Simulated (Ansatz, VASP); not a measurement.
**One calculation of ZnCd3O4, two programs**

```xyz
8
Lattice="4.9987 0.0000 0.0000 0.0000 4.9987 0.0000 0.0000 0.0000 4.9987" Properties=species:S:1:pos:R:3 pbc="T T T"
Zn    0.0000    0.0000    0.0000
Cd    0.0000    2.4994    2.4994
Cd    2.4994    0.0000    2.4994
Cd    2.4994    2.4994    0.0000
O     3.8381    3.8381    1.1606
O     3.8381    1.1606    3.8381
O     1.1606    3.8381    3.8381
O     1.1606    1.1606    1.1606
```

Alike in both runs: task relaxation of cell and atoms; functional PBE; k mesh 8 × 8 × 8; occupations gaussian, width 0.1 eV; no spin polarisation.

|  | VASP | Ansatz |
| --- | --- | --- |
| version | VASP 6.6.1 | Ansatz 0.2.0 |
| potentials or method | VASP PAW PBE potentials, release 64 (Zn, Cd, O), cutoff 600 eV | scalar-relativistic, plane waves, PAW |
| valence electrons in the cell | 72 | 96 |

|  | VASP | Ansatz | Ansatz less VASP |
| --- | --- | --- | --- |
| gap on the k mesh at the Fermi level, each at its own relaxed structure (eV) | none | none | - |
| relaxed volume (Å³/atom) | 15.75 | 15.61 | -0.140 |
| relaxed length of the cell vector where the two differ most in proportion (Å) | 5.014 | 4.999 | -0.0149 |

A gap of «none» marks a metal or a gap that the smearing closes. VASP's potentials hold 72 valence electrons a cell and Ansatz's 96, so a difference there can come from the potentials and not from the codes.
